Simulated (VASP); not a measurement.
**Re: single point with PBE**

Re:

```
Re
1.0
     0.00000    1.95772    2.17307
     1.79621    0.00000    2.17307
     1.79621    1.95772    0.00000
Re
1
Direct
  0.00000 0.00000 0.00000
```

This cell differs from its parent crystal: normal strain along x -0.0825, normal strain along z +0.1100.

- Program: VASP 6.6.1
- Task: single point
- Functional: PBE
- Potentials or basis: VASP PAW PBE potentials, release 64 (Re)
- Cutoff: 520 eV
- k mesh: 10 × 10 × 10
- Occupations: gaussian, width 0.15 eV
- Spin: no spin polarisation

```
Pressure : -3.9 GPa
```

Stress tensor (GPa, compression positive):
```
 10.98   0.00   0.00
  0.00   4.50   0.00
  0.00   0.00 -27.28
```

Levels at points of the mesh, in eV from the Fermi level:
```csv
k point,band 1,band 2,band 3,band 4,band 5,band 6,band 7
"(0.00, 0.00, 0.00)",-10.01,-3.20,-1.53,-0.73,-0.56,2.33,14.19
"(0.50, 0.00, 0.00)",-6.73,-3.27,-0.85,0.09,2.78,3.98,9.59
"(0.50, 0.50, 0.00)",-6.79,-5.63,0.66,3.48,3.59,4.29,9.89
"(0.50, 0.00, 0.50)",-6.66,-5.45,2.57,2.59,2.65,5.42,10.79
"(0.00, 0.50, 0.50)",-6.58,-5.90,3.11,3.20,4.56,5.12,9.80
```

Run time: 13 s on 1 thread of Intel(R) Xeon(R) Platinum 8488C (Sapphire Rapids) (shared host), peak memory 0.15 GiB.

Caveat: the cell differs from its parent crystal (normal strain along x -0.0825, normal strain along z +0.1100); spin-orbit coupling is left out, which moves the levels of the heavy elements.
